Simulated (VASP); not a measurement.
Crystal: GaSb5.

```
CELL_PARAMETERS angstrom
6.21530 0.00000 0.00000
-3.10765 5.38260 0.00000
0.00000 0.00000 4.88598
ATOMIC_POSITIONS crystal
Ga 0.00000 0.00000 0.01934
Sb 0.50000 0.00000 0.37109
Sb 0.00000 0.50000 0.37109
Sb 0.50000 0.50000 0.37109
Sb 0.33333 0.66667 0.84867
Sb 0.66667 0.33333 0.84867
```

| Property | Result |
| --- | --- |
| Program | VASP 6.6.1 |
| Task | relaxation of cell and atoms |
| Functional | PBE |
| Potentials or basis | VASP PAW PBE potentials, release 64 (Ga_d, Sb) |
| Cutoff | 600 eV |
| k mesh | 3 × 3 × 4 |
| Occupations | gaussian, width 0.1 eV |
| Spin | no spin polarisation |

At the start: pressure 9.4 GPa; volume 27.24 Å³/atom.

Task: Where does the relaxation end?

Result: Over 30 steps the energy falls by 259.1 meV/atom and the volume is 30.78 Å³/atom (+13.0 %); space group P6/mmm (No. 191, to 0.05 Å).

Step by step:
```tsv
step	energy change (eV)	largest force (eV/Å)	pressure (GPa)	volume (Å³)
1	0.0000	0.8352	9.38	163.46
2	-0.8294	0.0645	-2.84	203.67
3	-0.9345	0.1240	-0.62	191.14
4	-0.9795	0.1448	-0.15	188.64
5	-1.0295	0.1646	0.90	183.83
6	-1.1170	0.5722	3.48	173.77
7	-1.1325	0.5840	3.49	173.72
8	-1.1738	0.5857	3.58	173.52
9	-1.1633	0.5006	4.26	172.98
10	-1.1868	0.5585	3.80	173.30
11	-1.2150	0.5456	3.40	174.48
12	-1.2824	0.5077	2.27	178.05
13	-1.3468	0.4427	0.29	185.33
14	-1.3493	0.4302	-0.12	187.05
15	-1.3493	0.4276	-0.22	187.33
16	-1.3519	0.4262	-0.18	187.30
17	-1.3597	0.4210	-0.17	187.19
18	-1.3748	0.4089	-0.13	186.97
19	-1.4036	0.3848	-0.06	186.54
20	-1.4522	0.3198	0.12	185.69
21	-1.5043	0.1657	0.65	183.98
22	-1.5145	0.1567	0.47	184.45
23	-1.5340	0.1275	-0.02	185.86
24	-1.5282	0.1620	-0.88	188.68
25	-1.5385	0.1328	-0.43	187.02
26	-1.5419	0.1269	-0.28	186.54
27	-1.5477	0.1055	0.00	185.10
28	-1.5480	0.0970	0.12	184.62
29	-1.5522	0.0648	0.12	184.64
30	-1.5548	0.0176	0.16	184.67
```

Final structure:
```
Ga Sb
1.0
     5.92971    0.00000    0.00000
    -2.96485    5.13528    0.00000
     0.00000    0.00000    6.06453
Ga Sb
1 5
Direct
  0.00000 0.00000 0.88967
  0.50000 0.00000 0.38771
  0.00000 0.50000 0.38771
  0.50000 0.50000 0.38771
  0.33333 0.66667 0.88857
  0.66667 0.33333 0.88857
```

Caveat: the k points lie up to 0.41 Å⁻¹ apart in the final cell.
